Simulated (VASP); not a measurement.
Write the native input for VASP 6.6.1 that does the following.

| Quantity | Value |
| --- | --- |
| Task | single point |
| Functional | PBE |
| Potentials or basis | VASP PAW PBE potentials, release 64 (Al, N) |
| Cutoff | 520 eV |
| k mesh | 6 × 6 × 6 |
| Occupations | gaussian, width 0.05 eV |
| Spin | no spin polarisation |
| Dipole correction | no |
| Further INCAR settings | ALGO = Normal; EDIFF = 1e-07; NBANDS = 26 |

The structure of AlN lies in POSCAR:

```
AlN
1.0
    4.3679871192      0.0000000000      0.0000000000
    0.0000000000     -4.3679871192      0.0000000000
    0.0000000000      0.0000000000     -4.3679871192
Al N
4 4
Direct
    0.0323767796      0.4676232204      0.5000000000
    0.5000000000      0.0000000000      0.5000000000
    0.5000000000      0.5000000000      0.0000000000
    0.0000000000      0.0000000000      0.0000000000
    0.7500000000      0.7500000000      0.7500000000
    0.2500000000      0.2500000000      0.7500000000
    0.2500000000      0.7500000000      0.2500000000
    0.7500000000      0.2500000000      0.2500000000
```

This cell differs from its parent crystal: atom 1 (Al) moved +0.200 Å along Cartesian [1 1 0].

The input as run:

INCAR

```
  PREC = Accurate
  ENCUT = 520
  EDIFF = 1E-7
  ISMEAR = 0
  SIGMA = 0.05
  LREAL = False
  LASPH = True
  NELM = 100
  ALGO = Normal
  ISIF = 2
  LWAVE = False
  LCHARG = False
  GGA = PE
  NBANDS = 26
```

KPOINTS

```
regular mesh
0
Gamma
  6 6 6
```

Potentials or basis: VASP PAW PBE potentials, release 64 (Al, N).

Launch:

```bash
$ cat potpaw_PBE.64/Al/POTCAR potpaw_PBE.64/N/POTCAR > POTCAR
$ mpirun -np 1 vasp_std > vasp.out
```

It gave:

* Pressure: 6.1 GPa
* Largest force: 4.576 eV/Å
* Band gap on the k mesh: 2.51 eV

Caveat: the cell differs from its parent crystal (atom 1 (Al) moved +0.200 Å along Cartesian [1 1 0]); the cell stands under pressure; forces of over 1 eV/Å act on the atoms, so gaps and moduli don't describe the material at rest.

Wall time 57 s on 1 thread of Intel(R) Xeon(R) 6975P-C (Granite Rapids), with other jobs on the host, peak memory 0.24 GiB.
